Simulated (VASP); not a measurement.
# Cu in VASP: single point with PBE

Aim: the single point of Cu with PBE.

All numbers are computed with VASP 6.6.1; they aren't measurements. Logs are shortened: lines on timing, memory, paths and dates and some standing lists are left out, and cuts for length are marked.

## (1) The cell of the first run

The cell holds a slab with vacuum, 28 atoms: a = 7.700 Å, b = 7.700 Å, c = 15.630 Å, α = 90.00°, β = 90.00°, γ = 90.00°.

## (2) Single point, PBE

File INCAR:

```
SYSTEM = Cu
ALGO = Normal
EDIFF = 1E-6
ENCUT = 520
GGA = PE
ISIF = 2
ISMEAR = 0
KPAR = 2
LASPH = .True.
LCHARG = .False.
LREAL = Auto
LWAVE = .False.
NBANDS = 174
NCORE = 2
NELM = 80
PREC = Accurate
SIGMA = 0.1
```

File KPOINTS:

```
k-points
0
Gamma
  3 3 1
  0 0 0
```

File POSCAR:

```
Cu
1.0
    7.7003928471      0.0000000000      0.0000000000
    0.0000000000      7.7003928471      0.0000000000
    0.0000000000      0.0000000000     15.6300000000
Cu
28
Direct
    0.0000000000      0.0000000000      0.3838771593
    0.3333333832      0.0000000000      0.3838771593
    0.6666666366      0.0000000000      0.3838771593
    0.0000000000      0.3333333832      0.3838771593
    0.3333333832      0.3333333832      0.3838771593
    0.6666666366      0.3333333832      0.3838771593
    0.0000000000      0.6666666366      0.3838771593
    0.3333333832      0.6666666366      0.3838771593
    0.6666666366      0.6666666366      0.3838771593
    0.1747478378      0.1747480975      0.4996639795
    0.5040079223      0.1692263013      0.4975134357
    0.8406469811      0.1647102979      0.4951726807
    0.1692270805      0.5040084418      0.4975134357
    0.4977821361      0.4977816166      0.4962071657
    0.8324916829      0.5008888607      0.4952950736
    0.1647110771      0.8406469811      0.4951731926
    0.5008884711      0.8324918127      0.4952957774
    0.8328929611      0.8328928312      0.4962851567
    0.0071123644      0.0071122345      0.6117320537
    0.3501221371      0.0018178293      0.6092504798
    0.6755633256     -0.0088291599      0.6087481126
    0.0018169203      0.3501231760      0.6092494562
    0.3936477087      0.3936449815      0.6355390915
    0.6868918385      0.3194744799      0.6098610365
   -0.0088285106      0.6755634554      0.6087481126
    0.3194757786      0.6868907996      0.6098618042
    0.6541248090      0.6541242895      0.6101591811
    0.1979526279      0.1979565238      0.6962553423
```

Potentials or basis: VASP PAW PBE potentials, release 64 (Cu).

On the command line:

```console
> cat potpaw_PBE.64/Cu/POTCAR > POTCAR
> mpirun -np 4 vasp_std > vasp.out
```

OUTCAR:

```text
SYSTEM = Cu
   EDIFF = 1E-6
   ENCUT = 520
   GGA = PE
   ISIF = 2
   ISMEAR = 0
   LASPH = .True.
   LREAL = Auto
   NELM = 80
   PREC = Accurate

 ion  position               nearest neighbor table
   1  0.000  0.000  0.384-  12 2.48  16 2.48  18 2.53   7 2.57   3 2.57   2 2.57   4 2.57  10 2.63

   2  0.333  0.000  0.384-  16 2.49  17 2.52  10 2.56  11 2.57   3 2.57   8 2.57   5 2.57   1 2.57

   3  0.667  0.000  0.384-  17 2.52  18 2.53  11 2.53  12 2.54   2 2.57   1 2.57   9 2.57   6 2.57
[... 35 lines left out ...]
  21  0.676  0.991  0.609-  18 2.46  20 2.51  24 2.53  17 2.54  19 2.56  12 2.56  11 2.58  27 2.60

  22  0.002  0.350  0.609-  28 2.35  24 2.44  13 2.47  15 2.49  25 2.51  10 2.56  12 2.60  19 2.64

  23  0.394  0.394  0.636-  28 2.33  24 2.36  26 2.36  14 2.46
  24  0.687  0.319  0.610-  23 2.36  22 2.44  12 2.46  21 2.53  11 2.53  15 2.53  27 2.59  14 2.68

  25  0.991  0.676  0.609-  18 2.46  22 2.51  26 2.53  15 2.54  19 2.56  16 2.56  13 2.58  27 2.60

  26  0.319  0.687  0.610-  23 2.36  20 2.44  16 2.46  25 2.53  13 2.53  17 2.53  27 2.59  14 2.68

  27  0.654  0.654  0.610-  14 2.46  17 2.55  15 2.55  26 2.59  24 2.59  21 2.60  25 2.60  18 2.64

  28  0.198  0.198  0.696-  23 2.33  22 2.35  20 2.35  19 2.46

  LATTYP: Found a simple tetragonal cell.
 ALAT       =     7.7003928471
 C/A-ratio  =     2.0297665730

  Lattice vectors:

 A1 = (   7.7003928471,   0.0000000000,   0.0000000000)
 A2 = (   0.0000000000,   7.7003928471,   0.0000000000)
 A3 = (   0.0000000000,   0.0000000000,  15.6300000000)

Analysis of symmetry for initial positions (statically):
=====================================================================
 Subroutine PRICEL returns:
 Original cell was already a primitive cell.

 Routine SETGRP: Setting up the symmetry group for a
 simple tetragonal supercell.

 Subroutine GETGRP returns: Found  2 space group operations
 (whereof  2 operations were pure point group operations)
 out of a pool of 16 trial point group operations.

The static configuration has the point symmetry C_1h.

Analysis of symmetry for dynamics (positions and initial velocities):
=====================================================================
 Subroutine PRICEL returns:
 Original cell was already a primitive cell.

 Routine SETGRP: Setting up the symmetry group for a
 simple tetragonal supercell.

 Subroutine GETGRP returns: Found  2 space group operations
 (whereof  2 operations were pure point group operations)
 out of a pool of 16 trial point group operations.

The dynamic configuration has the point symmetry C_1h.

 Subroutine INISYM returns: Found  2 space group operations
 (whereof  2 operations are pure point group operations),
 and found     1 'primitive' translations

----------------------------------------------------------------------------------------

                                     Primitive cell

  volume of cell :     926.7973

  direct lattice vectors                    reciprocal lattice vectors
     7.700392847  0.000000000  0.000000000     0.129863504  0.000000000  0.000000000
     0.000000000  7.700392847  0.000000000     0.000000000  0.129863504  0.000000000
     0.000000000  0.000000000 15.630000000     0.000000000  0.000000000  0.063979527

  length of vectors
     7.700392847  7.700392847 15.630000000     0.129863504  0.129863504  0.063979527

  position of ions in fractional coordinates (direct lattice)
     0.000000000  0.000000000  0.383877159
     0.333333383  0.000000000  0.383877159
     0.666666637  0.000000000  0.383877159
     0.000000000  0.333333383  0.383877159
     0.333333383  0.333333383  0.383877159
     0.666666637  0.333333383  0.383877159
[... 20 lines left out ...]
     0.654124809  0.654124289  0.610159181
     0.197952628  0.197956524  0.696255342

  ion indices of the primitive-cell ions
   primitive index   ion index
                 1           1
                 2           2
                 3           3
                 4           4
                 5           5
                 6           6
[... 20 lines left out ...]
                27          27
                28          28

----------------------------------------------------------------------------------------

 KPOINTS: k-points

Automatic generation of k-mesh.
 Grid dimensions read from file:
 generate k-points for:    3    3    1

 Generating k-lattice:

  Cartesian coordinates                     Fractional coordinates (reciprocal lattice)
     0.043287835  0.000000000  0.000000000     0.333333333  0.000000000  0.000000000
     0.000000000  0.043287835  0.000000000     0.000000000  0.333333333  0.000000000
     0.000000000  0.000000000  0.063979527     0.000000000  0.000000000  1.000000000

  Length of vectors
     0.043287835  0.043287835  0.063979527

  Shift w.r.t. Gamma in fractional coordinates (k-lattice)
     0.000000000  0.000000000  0.000000000

 Subroutine IBZKPT returns following result:
 ===========================================

 Found      4 irreducible k-points:

 Following reciprocal coordinates:
            Coordinates               Weight
  0.000000  0.000000  0.000000      1.000000
  0.333333  0.000000  0.000000      4.000000
  0.333333  0.333333  0.000000      2.000000
 -0.333333  0.333333  0.000000      2.000000
   k-points           NKPTS =      4   k-points in BZ     NKDIM =      4   number of bands    NBANDS=    174
   number of dos      NEDOS =    301   number of ions     NIONS =     28
   total plane-waves  NPLWV = 432000
   dimension x,y,z NGX =    60 NGY =   60 NGZ =  120
   dimension x,y,z NGXF=   120 NGYF=  120 NGZF=  240
   ions per type =              28
   NGX,Y,Z   is equivalent  to a cutoff of  12.95, 12.95, 12.76 a.u.
   NGXF,Y,Z  is equivalent  to a cutoff of  25.91, 25.91, 25.53 a.u.
 SYSTEM =  Cu
   PREC   = accura    normal or accurate (medium, high low for compatibility)
   ISTART =      0    job   : 0-new  1-cont  2-samecut
   ICHARG =      2    charge: 1-file 2-atom 10-const
   ISPIN  =      1    spin polarized calculation?
   LNONCOLLINEAR =      F non collinear calculations
   LSORBIT =      F    spin-orbit coupling
   LASPH  =      T    aspherical Exc in radial PAW
   ENCUT  =  520.0 eV  38.22 Ry    6.18 a.u.  14.32 14.32 29.06*2*pi/ulx,y,z
   NELM   =     80;   NELMIN=  2; NELMDL= -5     # of ELM steps
   EDIFF  = 0.1E-05   stopping-criterion for ELM
   LREAL  =      T    real-space projection
   EDIFFG = 0.1E-04   stopping-criterion for IOM
   NSW    =      0    number of steps for IOM
[... 5 lines left out ...]
   TEBEG  =    0.0;   TEEND  =   0.0 temperature during run
   PSTRESS=    0.0 pullay stress
   NELECT =     308.0000    total number of electrons
   NUPDOWN=      -1.0000    fix difference up-down
   EMIN   =  10.00;   EMAX   =-10.00  energy-range for DOS
   EFERMI =   0.00;   METHOD = LEGACY
   ISMEAR =     0;   SIGMA  =   0.10  broadening in eV -4-tet -1-fermi 0-gaus
   EFERMI_NEDOS =   21; number of points for ismear=-14 and -15
   IALGO  =     38    algorithm
   IMIX   =      4    mixing-type and parameters
     AMIX     =   0.40;   BMIX     =  1.00
     AMIX_MAG =   1.60;   BMIX_MAG =  1.00
  volume/ion in A,a.u.               =      33.10       223.37
  Fermi-wavevector in a.u.,A,eV,Ry     =   1.133958  2.142869 17.495186  1.285860
  Thomas-Fermi vector in A             =   2.270661
   LORBIT       =      0    0 simple, 1 ext, 2 COOP (PROOUT), +10 PAW based schemes
   GGA     = PE    functional components
   LHFCALC =     F    Hartree Fock is set to
   AEXX    =    0.0000 exact exchange contribution
   IVDW    =     0    specifies the selected vdW correction
   LEPSILON=     F    determine dielectric tensor
   LRPA    =     F    only Hartree local field effects (RPA)
 non-spin polarized calculation
 Gauss-broadening in eV      SIGMA  =   0.10
  energy-cutoff  :      520.00
  volume of cell :      926.80
 maximum number of plane-waves:     24995
 NGX is ok and might be reduce to    60
   NGX = 29   NGY = 29   NGZ = 59

 number of electron     307.9999714 magnetization

 Free energy of the ion-electron system (eV)
  ---------------------------------------------------
  ext. energy  EPLUGINS =         0.00000000
  ---------------------------------------------------
  free energy    TOTEN  =       -92.72703848 eV

  energy without entropy =      -92.69754155  energy(sigma->0) =      -92.71229002

 E-fermi :  -0.1958     XC(G=0):  -5.7735

 val. band max:       -0.2683573667   @ k =   0.3333   0.0000   0.0000
 cond. band min:      -0.0169781629   @ k =  -0.3333   0.3333   0.0000
 fundamental gap:      0.2513792038
 Fermi energy:        -0.1958169848

 k-point     1 :       0.0000    0.0000    0.0000
  band No.  band energies     occupation
      1      -8.4633      2.00000
      2      -6.2174      2.00000
      3      -6.1998      2.00000
      4      -6.1260      2.00000
      5      -6.0960      2.00000
      6      -6.0505      2.00000
[... 158 lines left out ...]
    165       2.9663      0.00000
    166       3.2999      0.00000

 k-point     2 :       0.3333    0.0000    0.0000
  band No.  band energies     occupation
      1      -8.1767      2.00000
      2      -7.3520      2.00000
      3      -5.9433      2.00000
      4      -5.9068      2.00000
      5      -5.8248      2.00000
      6      -5.3432      2.00000
[... 158 lines left out ...]
    165       2.6149      0.00000
    166       2.6758      0.00000

 k-point     3 :       0.3333    0.3333    0.0000
  band No.  band energies     occupation
      1      -7.8948      2.00000
      2      -7.0992      2.00000
      3      -7.0622      2.00000
      4      -6.3290      2.00000
      5      -5.5818      2.00000
      6      -5.0395      2.00000
[... 158 lines left out ...]
    165       1.8313      0.00000
    166       2.0195      0.00000

 k-point     4 :      -0.3333    0.3333    0.0000
  band No.  band energies     occupation
      1      -7.8930      2.00000
      2      -7.1383      2.00000
      3      -7.0256      2.00000
      4      -6.3242      2.00000
      5      -5.5875      2.00000
      6      -5.0525      2.00000
[... 158 lines left out ...]
    165       1.8497      0.00000
    166       1.9445      0.00000
 [bands above 166 left out]

------------------------ aborting loop because EDIFF is reached ----------------------------------------

  FORCE on cell =-STRESS in cart. coord.  units (eV):
  Direction    XX          YY          ZZ          XY          YZ          ZX
  --------------------------------------------------------------------------------------
  -------------------------------------------------------------------------------------
  Total       -6.2097830     -6.2097830      0.6915260     -0.8187070     -1.4350644     -1.4350644
  in kB      -10.7350054    -10.7350054      1.1954580     -1.4153190     -2.4808314     -2.4808313
  external PRESSURE =      -6.7581843 kB  Pullay stress =       0.0000000 kB

 VOLUME and BASIS-vectors are now :
 -----------------------------------------------------------------------------
  energy-cutoff  :      520.00
  volume of cell :      926.80
      direct lattice vectors                 reciprocal lattice vectors
     7.700392847  0.000000000  0.000000000     0.129863504  0.000000000  0.000000000
     0.000000000  7.700392847  0.000000000     0.000000000  0.129863504  0.000000000
     0.000000000  0.000000000 15.630000000     0.000000000  0.000000000  0.063979527

 POSITION                                       TOTAL-FORCE (eV/Angst)
 -----------------------------------------------------------------------------------
      0.00000      0.00000      6.00000         0.045067      0.045067     -0.076903
      2.56680      0.00000      6.00000         0.058165      0.091538      0.070249
      5.13359      0.00000      6.00000         0.006829      0.023053     -0.054789
      0.00000      2.56680      6.00000         0.091538      0.058165      0.070249
      2.56680      2.56680      6.00000         0.002545      0.002545      0.075228
      5.13359      2.56680      6.00000         0.040317     -0.017247     -0.048531
[... 20 lines left out ...]
      5.03702      5.03701      9.53679        -0.004456     -0.004456      0.002802
      1.52431      1.52434     10.88247        -0.186236     -0.186236      0.375106
 -----------------------------------------------------------------------------------
    total drift:                               -0.003881     -0.003993      0.000881

  FREE ENERGIE OF THE ION-ELECTRON SYSTEM (eV)
  ---------------------------------------------------
  free  energy   TOTEN  =       -92.7270384818 eV

  energy  without entropy=      -92.6975415501  energy(sigma->0) =      -92.71229002
```

Run time: 7.8 min. Hardware: 4 MPI ranks of Intel Xeon Platinum 8375C at 2.90GHz (Ice Lake), shared host; peak memory 0.61 GiB.

What came out:

* Free energy: -92.7270 eV
* Largest force: 0.621 eV/Å
* Band gap on the k mesh: zero (bands 154 and 155 overlap by 0.96 eV)

Forces in eV/Å, atoms in the order of the input:
```
Cu   0.045  0.045 -0.077
Cu   0.058  0.092  0.070
Cu   0.007  0.023 -0.055
Cu   0.092  0.058  0.070
Cu   0.003  0.003  0.075
Cu   0.040 -0.017 -0.049
Cu   0.023  0.007 -0.055
Cu  -0.017  0.040 -0.049
Cu  -0.007 -0.007 -0.103
Cu   0.001  0.001 -0.014
Cu   0.013  0.026  0.004
Cu   0.010  0.011  0.016
Cu   0.026  0.013  0.004
Cu   0.036  0.036 -0.062
Cu   0.031 -0.014  0.021
Cu   0.011  0.010  0.016
Cu  -0.014  0.031  0.021
Cu  -0.002 -0.002 -0.016
Cu  -0.033 -0.033  0.016
Cu  -0.018  0.103  0.034
Cu  -0.007  0.007  0.034
Cu   0.103 -0.018  0.034
Cu  -0.307 -0.307 -0.444
Cu   0.048  0.043  0.047
Cu   0.007 -0.007  0.034
Cu   0.043  0.048  0.047
Cu  -0.004 -0.004  0.003
Cu  -0.186 -0.186  0.375
```

Caveat: there is no dipole correction, which matters where the two faces differ.

The gap in the log of VASP goes by the Fermi energy; the results here count the filled bands.